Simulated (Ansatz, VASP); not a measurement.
## Two plane-wave programs on Cu

```
Cu
1.0
    -1.37443    1.37443    1.37443
     1.37443   -1.37443    1.37443
     1.37443    1.37443   -1.37443
Cu
1
Direct
  0.00000 0.00000 0.00000
```

Change from the starting cell: volume scaled by 0.95, PAW files.

Alike in both runs: task single point; functional LDA; k mesh 19 × 19 × 19; occupations fermi-dirac, width 0.08 eV; no spin polarisation.

|  | VASP | Ansatz |
| --- | --- | --- |
| version | VASP 6.6.1 | Ansatz 0.2.0 |
| potentials or method | VASP PAW LDA potentials, release 64 (Cu) | PAW with Ansatz's default frozen-core files, scalar-relativistic |
| plane-wave cutoff (eV) | 520 | 420 |
| valence electrons in the cell | 11 | 19 |

Ansatz gave:

```
pressure (GPa) : 10.9
```

Task: Which values does VASP return?

Result: Pressure (GPa): 11.8.

LDA's correlation is that of Perdew and Zunger in VASP and of Perdew and Wang (1992) in Ansatz. VASP's potentials hold 11 valence electrons a cell and Ansatz's 19, so a difference there can come from the potentials and not from the codes.
